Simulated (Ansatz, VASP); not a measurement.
AgCl: VASP beside Ansatz

```xyz
10
Lattice="5.6400 -1.3459 1.3546 -1.2720 7.2744 -0.4288 1.2380 -0.4291 7.3643" Properties=species:S:1:pos:R:3 pbc="T T T"
Ag    0.6422    6.3702    3.0307
Ag    0.0326    2.3636    1.5412
Ag    2.5321    3.1049    4.9248
Ag    4.4167   -0.1491    6.8710
Ag    3.7948    4.2856    0.9610
Cl    3.3020    2.1945    7.2682
Cl    4.5676    3.3648    3.3003
Cl    3.9546   -0.6521    1.8304
Cl    0.8053    1.4400    3.8723
Cl    1.4355    5.4536    5.3569
```

Alike in both runs: functional PBE; k mesh 4 × 3 × 3; occupations gaussian, width 0.1 eV; no spin polarisation.

Ansatz relaxed the structure, and its values are those at the end. VASP's run is a single point on that final structure, the one shown.

```csv
,VASP,Ansatz
version,VASP 6.6.1,Ansatz 0.2.0
potentials or method,"VASP PAW PBE potentials, release 64 (Ag, Cl), cutoff 520 eV","scalar-relativistic, plane waves, PAW"
valence electrons in the cell,90,130
```

|  | VASP | Ansatz | Ansatz less VASP |
| --- | --- | --- | --- |
| gap on the k mesh at the Fermi level (eV) | 1.27 | 1.27 | +0.001 |
| least direct gap on the mesh (eV) | 1.27 | 1.27 | +0.001 |
| rms of the force components (eV/Å) | 0.003 | 0.003 | 0.0000 |

VASP's potentials hold 90 valence electrons a cell and Ansatz's 130, so a difference there can come from the potentials and not from the codes.
